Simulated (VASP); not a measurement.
# Al: single point with PBE+D3(BJ)

Al:

```
Al
1.0
     2.78473    0.00000    0.00000
    -1.39236    2.41164    0.00000
     0.00000    0.00000    9.29096
Al
4
Cartesian
  0.0000 0.0000 0.0000
  0.0000 1.6078 2.3227
  0.0000 0.0000 4.6455
  1.3924 0.8039 6.9682
```

This isn't the form of Al at room conditions, which is fcc.

- Program: VASP 6.6.1
- Task: single point
- Functional: PBE
- Dispersion: D3(BJ)
- Potentials or basis: VASP PAW PBE potentials, release 64 (Al)
- Cutoff: 520 eV
- k mesh: 18 × 18 × 6
- Occupations: gaussian, width 0.15 eV
- Spin: no spin polarisation

| Property | Result |
| --- | --- |
| Pressure | 1.4 GPa |
| Band gap on the k mesh | zero (bands 6 and 7 overlap by 5.29 eV) |
| Dispersion energy per atom | -0.357 eV |

Stress tensor (GPa, compression positive):
```
2.14 0.00 0.00
0.00 2.14 0.00
0.00 0.00 0.07
```

Levels at points of the mesh, in eV from the Fermi level:
| k point | band 4 | band 5 | band 6 | band 7 | band 8 | band 9 |
| --- | --- | --- | --- | --- | --- | --- |
| (0.00, 0.00, 0.00) | -4.92 | -4.72 | 3.16 | 3.17 | 11.46 | 11.46 |
| (0.50, 0.00, 0.00) | -4.00 | -3.32 | -3.28 | 0.81 | 1.22 | 1.25 |
| (0.00, 0.00, 0.50) | -7.71 | -1.18 | -1.18 | 8.07 | 8.07 | 11.78 |
| (0.50, 0.00, 0.50) | -4.88 | -1.91 | -1.91 | -1.23 | -1.23 | 4.56 |

Wall time 57 s on 1 thread of AMD EPYC 9R45 (Zen 5), with other jobs on the host, peak memory 0.22 GiB.
